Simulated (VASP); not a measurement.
# Mo (P6/mmm) in VASP: settings compared, part 2 of 2

VASP 6.6.1.

## (4) Single point, PBEsol

This run uses another cell than the first one, of 16.24 Å³/atom, 1.031 times its volume.

File INCAR:

```
ALGO = Normal ; EDIFF = 1E-6
ENCUT = 520 ; GGA = PS
ISIF = 2 ; ISMEAR = -1
LASPH = T ; LCHARG = F
LREAL = F ; LWAVE = F
NBANDS = 13 ; NELM = 80
PREC = Accurate ; SIGMA = 0.1
```

File KPOINTS:

```
k-points
0
Gamma
  13 13 12
```

File POSCAR:

```
Mo
1.0
    2.7456106502      0.0000000000      0.0000000000
   -1.3728053251      2.3777685720      0.0000000000
    0.0000000000      0.0000000000      2.4877488754
Mo
1
Direct
    0.0000000000      0.0000000000      0.5000000000
```

Potentials or basis: VASP PAW PBE potentials, release 64 (Mo_sv).

Run with:

```console
> cat potpaw_PBE.64/Mo_sv/POTCAR > POTCAR
> mpirun -np 1 vasp_std > vasp.out
```

OUTCAR:

```text
EDIFF = 1E-6
   ENCUT = 520
   GGA = PS
   ISIF = 2
   ISMEAR = -1
   LASPH = T
   LREAL = F
   NELM = 80
   PREC = Accurate

 ion  position               nearest neighbor table
   1  0.000  0.000  0.500-

  LATTYP: Found a hexagonal cell.
 ALAT       =     2.7456106502
 C/A-ratio  =     0.9060821771

  Lattice vectors:

 A1 = (   2.7456106502,   0.0000000000,   0.0000000000)
 A2 = (  -1.3728053251,   2.3777685720,   0.0000000000)
 A3 = (   0.0000000000,   0.0000000000,   2.4877488754)

Analysis of symmetry for initial positions (statically):
=====================================================================
 Subroutine PRICEL returns:
 Original cell was already a primitive cell.

 Routine SETGRP: Setting up the symmetry group for a
 hexagonal supercell.

 Subroutine GETGRP returns: Found 24 space group operations
 (whereof 24 operations were pure point group operations)
 out of a pool of 24 trial point group operations.

The static configuration has the point symmetry D_6h.

Analysis of symmetry for dynamics (positions and initial velocities):
[... 168 lines left out ...]
      4     -22.2949      2.00000
      5       4.8416      2.00000
      6       7.2115      2.00000
      7      10.7422      1.99983
      8      10.7422      1.99983
      9      16.0741      0.00000
     10      16.0741      0.00000
     11      24.5121      0.00000
     12      28.4388      0.00000
     13      32.0545      0.00000
[... 354 lines left out ...]
  band No.  band energies     occupation
      1     -49.1779      2.00000
      2     -22.8432      2.00000
      3     -22.6054      2.00000
      4     -22.4169      2.00000
      5       5.9167      2.00000
      6       7.8586      2.00000
      7      10.0825      2.00000
      8      11.6275      1.26114
      9      14.8965      0.00000
     10      15.5579      0.00000
     11      26.4136      0.00000
     12      28.5494      0.00000
     13      30.1232      0.00000

 [... further k-points ...]

------------------------ aborting loop because EDIFF is reached ----------------------------------------

  FORCE on cell =-STRESS in cart. coord.  units (eV):
  Direction    XX          YY          ZZ          XY          YZ          ZX
  --------------------------------------------------------------------------------------
  -------------------------------------------------------------------------------------
  Total        0.0453095      0.0453095      0.0871144      0.0000000      0.0000000      0.0000000
  in kB        4.4697641      4.4697641      8.5938002      0.0000000      0.0000000      0.0000000
  external PRESSURE =       5.8444428 kB  Pullay stress =       0.0000000 kB

 VOLUME and BASIS-vectors are now :
 -----------------------------------------------------------------------------
  energy-cutoff  :      520.00
  volume of cell :       16.24
      direct lattice vectors                 reciprocal lattice vectors
     2.745610650  0.000000000  0.000000000     0.364217701  0.210281188  0.000000000
    -1.372805325  2.377768572  0.000000000     0.000000000  0.420562376  0.000000000
     0.000000000  0.000000000  2.487748875     0.000000000  0.000000000  0.401969833

 POSITION                                       TOTAL-FORCE (eV/Angst)
 -----------------------------------------------------------------------------------
      0.00000      0.00000      1.24387         0.000000      0.000000      0.000000
 -----------------------------------------------------------------------------------
    total drift:                               -0.000000      0.000000     -0.000000

  FREE ENERGIE OF THE ION-ELECTRON SYSTEM (eV)
  ---------------------------------------------------
  free  energy   TOTEN  =       -10.8756501586 eV

  energy  without entropy=      -10.8369535450  energy(sigma->0) =      -10.85630185
```

stdout:

```text
POSCAR found type information on POSCAR Mo
 POSCAR found :  1 types and       1 ions
 scaLAPACK will be used
 -----------------------------------------------------------------------------
|                                                                             |
|                                                                             |
|     You enforced a specific xc type in the INCAR file but a different       |
|     I HOPE YOU KNOW WHAT YOU ARE DOING!                                     |
|                                                                             |
 -----------------------------------------------------------------------------

 LDA part: xc-table for (Slater+PW92), standard interpolation
 POSCAR, INCAR and KPOINTS ok, starting setup
 FFT: planning ... GRIDC
 FFT: planning ... GRID_SOFT
 FFT: planning ... GRID
 WAVECAR not read
 entering main loop
```

It took 13 s on 1 thread of Intel Xeon 6975P-C, shared host; peak memory 0.14 GiB.

What came out:

```
Free energy            : -10.8757 eV
Pressure               : 0.6 GPa
Band gap on the k mesh : zero (band 7 reaches 12.53 eV, above the bottom of band 8 at 10.74 eV)
```

Caveat: the PAW data sets were made with another functional, which shifts forces and pressure a little.

## (5) Relaxation of cell and atoms, PBEsol+D3(BJ)

This run uses another cell than the first one, of 16.56 Å³/atom, 1.051 times its volume.

File INCAR:

```
  PREC = Accurate
  ENCUT = 600
  EDIFF = 1E-7
  ISMEAR = -1
  SIGMA = 0.1
  LREAL = False
  LASPH = True
  NELM = 60
  ALGO = Normal
  ISIF = 3
  LWAVE = False
  LCHARG = False
  GGA = PS
  IVDW = 12
  IBRION = 2
  NSW = 100
  EDIFFG = -0.01
```

File KPOINTS:

```
Automatic mesh
0
Gamma
  13 13 12
```

File POSCAR:

```
Mo
1.0
    2.7355104000      0.0000000000      0.0000000000
   -1.3677552000      2.3690215000      0.0000000000
    0.0000000000      0.0000000000      2.5551807000
Mo
1
Direct
    0.0000000000      0.0000000000      0.5000000000
```

Potentials or basis: VASP PAW PBE potentials, release 64 (Mo_sv).

Run with:

```console
> cat potpaw_PBE.64/Mo_sv/POTCAR > POTCAR
> mpirun -np 1 vasp_std > vasp.out
```

OUTCAR:

```text
PREC = Accurate
   ENCUT = 600
   EDIFF = 1E-7
   ISMEAR = -1
   LREAL = False
   LASPH = True
   NELM = 60
   ISIF = 3
   GGA = PS
   IVDW = 12
   IBRION = 2
   NSW = 100
   EDIFFG = -0.01
 IVDW          = 12

 ion  position               nearest neighbor table
   1  0.000  0.000  0.500-

  LATTYP: Found a hexagonal cell.
 ALAT       =     2.7355104000
 C/A-ratio  =     0.9340782254

  Lattice vectors:

 A1 = (   2.7355104000,   0.0000000000,   0.0000000000)
 A2 = (  -1.3677552000,   2.3690215000,   0.0000000000)
 A3 = (   0.0000000000,   0.0000000000,   2.5551807000)

Analysis of symmetry for initial positions (statically):
=====================================================================
 Subroutine PRICEL returns:
 Original cell was already a primitive cell.

 Routine SETGRP: Setting up the symmetry group for a
 hexagonal supercell.

 Subroutine GETGRP returns: Found 24 space group operations
 (whereof 24 operations were pure point group operations)
 out of a pool of 24 trial point group operations.

The static configuration has the point symmetry D_6h.

Analysis of symmetry for dynamics (positions and initial velocities):
=====================================================================
 Subroutine PRICEL returns:
 Original cell was already a primitive cell.

[... 149 lines left out ...]
  ---------------------------------------------------
  ext. energy  EPLUGINS =         0.00000000
  ---------------------------------------------------
  free energy    TOTEN  =       -10.86652752 eV

  energy without entropy =      -10.82864818  energy(sigma->0) =      -10.84758785

------------------------ aborting loop because EDIFF is reached ----------------------------------------

 Edisp (eV)   -0.66443

 E8    (eV) :    -0.4625
[... 303 lines left out ...]
--------------------------------------- Ionic step        9  -------------------------------------------

 number of electron      14.0000001 magnetization

 Free energy of the ion-electron system (eV)
  ---------------------------------------------------
  ext. energy  EPLUGINS =         0.00000000
  ---------------------------------------------------
  free energy    TOTEN  =       -10.86543066 eV

  energy without entropy =      -10.82842582  energy(sigma->0) =      -10.84692824

 E-fermi :  12.1200     XC(G=0): -13.3809

 val. band max:       12.1166707203   @ k =   0.3846   0.1538   0.2500
 cond. band min:      12.1446718715   @ k =   0.0000   0.0000   0.5000
 fundamental gap:      0.0280011511
 Fermi energy:        12.1199716043

 k-point     1 :       0.0000    0.0000    0.0000
  band No.  band energies     occupation
      1     -48.8215      2.00000
      2     -22.0589      2.00000
      3     -22.0589      2.00000
      4     -21.7921      2.00000
      5       5.1895      2.00000
      6       7.4931      2.00000
      7      11.1270      1.99990
      8      11.1270      1.99990
      9      16.6816      0.00000
     10      16.6816      0.00000
     11      24.9674      0.00000
[... 309 lines left out ...]
 k-point    24 :       0.1538    0.0000    0.0833
  band No.  band energies     occupation
      1     -48.7472      2.00000
      2     -22.3807      2.00000
      3     -22.1195      2.00000
      4     -21.9232      2.00000
      5       6.2952      2.00000
      6       8.1689      2.00000
      7      10.4412      2.00000
      8      12.0470      1.34931
      9      15.4420      0.00000
     10      16.1409      0.00000
     11      26.9779      0.00000

 [... further k-points ...]

------------------------ aborting loop because EDIFF is reached ----------------------------------------

 Edisp (eV)   -0.69752

 E8    (eV) :    -0.4856
[... 24 lines left out ...]
  FREE ENERGIE OF THE ION-ELECTRON SYSTEM (eV)
  ---------------------------------------------------
  free  energy   TOTEN  =       -11.5629543529 eV

  energy  without entropy=      -11.5259495172  energy(sigma->0) =      -11.54445194

 reached required accuracy - stopping structural energy minimisation
```

Run time: 68 s. Hardware: 1 thread of Intel Xeon 6975P-C, shared host; peak memory 0.18 GiB.

What came out:

* Free energy: -11.5630 eV
* Relaxed volume: 15.79 Å³/atom
* Relaxed cell: a = 2.719 Å, b = 2.719 Å, c = 2.466 Å, α = 90.00°, β = 90.00°, γ = 120.00°
* Space group after relaxing (to 0.05 Å): P6/mmm (No. 191)
* Energy gained by relaxing: 32.0 meV/atom
* Ionic steps: 9
* Pressure after relaxing: 0.0 GPa
* Band gap on the k mesh: zero (band 7 reaches 13.04 eV, above the bottom of band 8 at 11.13 eV)
* Dispersion energy per atom: -0.698 eV

Step by step:
```tsv
step	energy change (eV)	largest force (eV/Å)	pressure (GPa)	volume (Å³)
1	0.0000	0.0000	-9.91	16.56
2	0.1084	0.0000	31.18	14.22
3	-0.0289	0.0000	0.37	15.78
4	-0.0290	0.0000	0.74	15.75
5	-0.0317	0.0000	0.02	15.79
6	-0.0320	0.0000	0.15	15.78
7	-0.0320	0.0000	0.14	15.78
8	-0.0320	0.0000	-0.26	15.81
9	-0.0320	0.0000	0.00	15.79
```

Final structure:
```
Mo
1.0
     2.71905    0.00000    0.00000
    -1.35952    2.35477    0.00000
     0.00000    0.00000    2.46639
Mo
1
Direct
  0.00000 0.00000 0.50000
```

Caveat: the PAW data sets were made with another functional, which shifts forces and pressure a little; pairwise dispersion overbinds metals, which lowers pressure and volume.

## (6) Summary

| task | level | potentials or basis | cell | cutoff (eV) | gap on the mesh (eV) | pressure (GPa) |
| --- | --- | --- | --- | --- | --- | --- |
| single point | PBEsol+D3(BJ) | VASP PAW PBE potentials, release 64 (Mo_sv) | a = 2.718, b = 2.718, c = 2.461 Å, angles 90.0, 90.0, 120.0°, 1 atom | 520 | none | 0.7 |
| single point | LDA | VASP PAW LDA potentials, release 64 (Mo_sv) | a = 2.731, b = 2.731, c = 2.465 Å, angles 90.0, 90.0, 120.0°, 1 atom | 520 | none | 1.1 |
| single point | PBEsol | VASP PAW PBE potentials, release 64 (Mo_sv) | a = 2.746, b = 2.746, c = 2.488 Å, angles 90.0, 90.0, 120.0°, 1 atom | 520 | none | 0.6 |
| relaxation of cell and atoms | PBEsol+D3(BJ) | VASP PAW PBE potentials, release 64 (Mo_sv) | relaxed from a = 2.736, b = 2.736, c = 2.555 Å, angles 90.0, 90.0, 120.0°, 1 atom | 600 | none | 0.0 |

Alike in all rows: no spin polarisation; k mesh 13 × 13 × 12; smearing fermi-dirac 0.1 eV.

Caveats: the PAW data sets were made with another functional, which shifts forces and pressure a little (some runs); pairwise dispersion overbinds metals, which lowers pressure and volume (some runs).

Absolute energies hang on the potentials; compare differences alone.
